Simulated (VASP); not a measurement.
A run of VASP 6.6.1 is set up as follows.

File INCAR:

```
SYSTEM = NaH
PREC = Accurate
ENCUT = 500
EDIFF = 1E-6
ISMEAR = 0
SIGMA = 0.05
LREAL = .FALSE.
LASPH = .TRUE.
NELM = 120
ALGO = Normal
ISIF = 2
LWAVE = .FALSE.
LCHARG = .FALSE.
GGA = PS
NBANDS = 11
GGA_COMPAT = .FALSE.
```

File KPOINTS:

```
Automatic mesh
0
G
  10 10 10
  0 0 0
```

The input POSCAR:

```
NaH
1.0
    2.9551240000      0.0000000000      0.0000000000
    0.0000000000      2.9551240000      0.0000000000
    0.0000000000      0.0000000000      2.9551240000
Na H
1 1
Direct
    0.0000000000      0.0000000000     -0.1015185826
    0.5000000000      0.5000000000      0.5000000000
```

Potentials or basis: VASP PAW PBE potentials, release 64 (Na_pv, H).

Command:

```sh
$ cat potpaw_PBE.64/Na_pv/POTCAR potpaw_PBE.64/H/POTCAR > POTCAR
$ mpirun -np 1 vasp_std > vasp.out
```

Predict the band gap on the k mesh.

0.84 eV (least direct gap 4.26 eV).

Estimate the pressure.

0.3 GPa.

Forces on the atoms (eV/Å):
```
Na   0.000  0.000  0.131
H    0.000  0.000 -0.131
```

Caveat: the cell differs from its parent crystal (atom 1 (Na) moved by (+0.000, -0.300) A along [1 1 0] and z); the PAW data sets were made with another functional, which shifts forces and pressure a little. A k mesh can miss the band edges.
